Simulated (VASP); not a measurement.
Crystal: ZnS.

```
Zn S
1.0
     4.17354    0.00000    0.00000
     0.00000    4.79620    0.00000
     0.00000    0.00000    5.22645
Zn S
1 1
Direct
  0.00000 0.50000 0.50000
  0.50000 0.50000 0.50000
```

The cell was built from a structure type or drawn by symmetry, and may not be a known phase.

```yaml
Program: VASP 6.6.1
Task: relaxation of cell and atoms
Functional: PBE
Potentials_or_basis: VASP PAW PBE potentials, release 64 (Zn, S)
Cutoff: 600 eV
k_mesh: 8 × 6 × 6
Occupations: gaussian, width 0.02 eV
Spin: no spin polarisation
```

At the start: pressure 0.1 GPa; volume 52.31 Å³/atom.

Q: Where does the relaxation end?

A: Over 18 steps the energy falls by 4.0 meV/atom and the volume is 64.30 Å³/atom (+22.9 %); space group Pmmm (No. 47, to 0.1 Å) before, P4/mmm (No. 123, to 0.1 Å).

The path:
```
step  energy change (eV)  largest force (eV/Å)  pressure (GPa)  volume (Å³)
   1              0.0000                0.0000            0.15       104.62
   2              0.0000                0.0000           -0.08       105.35
   3             -0.0002                0.0000            0.03       104.99
   4             -0.0006                0.0000            0.03       105.48
   5             -0.0019                0.0000            0.05       106.95
   6             -0.0038                0.0000            0.08       109.91
   7             -0.0061                0.0000            0.16       115.92
   8             -0.0065                0.0000            0.28       128.28
   9             -0.0069                0.0000            0.24       124.04
  10             -0.0071                0.0000            0.20       124.40
  11             -0.0072                0.0000            0.20       124.59
  12             -0.0073                0.0000            0.17       124.97
  13             -0.0076                0.0000            0.14       125.74
  14             -0.0080                0.0000            0.06       127.28
  15             -0.0079                0.0000           -0.09       130.40
  16             -0.0081                0.0000            0.02       128.33
  17             -0.0081                0.0000           -0.01       128.85
  18             -0.0081                0.0000            0.00       128.61
```

Final structure:
```yaml
crystal:
  lattice:
    - [4.18038, 0.00000, 0.00000]
    - [0.00000, 5.58297, 0.00000]
    - [0.00000, 0.00000, 5.51034]
  atoms:
    - { symbol: Zn, position: [0.00000, 0.50000, 0.50000] }
    - { symbol: S, position: [0.50000, 0.50000, 0.50000] }
```

Caveat: the volume moved by over 15 % at a fixed basis, so the end points are rough.
